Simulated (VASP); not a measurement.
A run of VASP 6.6.1:

File POSCAR:

```
Ta2C
1.0
    3.1026805122      0.0000000000      0.0000000000
   -1.5513402561      2.6870001434      0.0000000000
    0.0000000000      0.0000000000      4.9303572231
Ta C
2 1
Direct
    0.3333333333      0.6666666667      0.2539428658
    0.6666666667      0.3333333333      0.7460571342
    0.0000000000      0.0000000000      0.0000000000
```

File INCAR.step1:

```
  ALGO = Normal
  EDIFF = 1E-4
  ENCUT = 520
  GGA = PE
  ISMEAR = 0
  LASPH = True
  LCHARG = False
  LREAL = False
  LWAVE = True
  NBANDS = 20
  NELM = 60
  PREC = Accurate
  SIGMA = 0.1
```

Contents of INCAR.step2:

```
  ALGO = Normal
  EDIFF = 1E-6
  ENCUT = 520
  ISIF = 2
  ISMEAR = 0
  ISTART = 1
  LASPH = True
  LCHARG = False
  LMIXTAU = True
  LREAL = False
  LWAVE = False
  METAGGA = R2SCAN
  NBANDS = 20
  NELM = 60
  PREC = Accurate
  SIGMA = 0.1
```

File KPOINTS:

```
k-points
0
Gamma
  18 18 8
```

Potentials or basis: VASP PAW PBE potentials, release 64 (Ta_pv, C).

Run with:

```sh
$ cat potpaw_PBE.64/Ta_pv/POTCAR potpaw_PBE.64/C/POTCAR > POTCAR
$ cp INCAR.step1 INCAR
$ mpirun -np 1 vasp_std > vasp.out
$ cp INCAR.step2 INCAR
$ mpirun -np 1 vasp_std > vasp.out
```

Hardware: 1 thread of Intel(R) Xeon(R) Platinum 8259CL CPU @ 2.50GHz (Skylake/Cascade Lake), on a shared host.

Question: How long does it take, and how much memory?

Answer: Wall time 7.4 min on 1 thread of Intel(R) Xeon(R) Platinum 8259CL CPU @ 2.50GHz (Skylake/Cascade Lake), on a shared host, peak memory 0.32 GiB. Counts: k points 266.
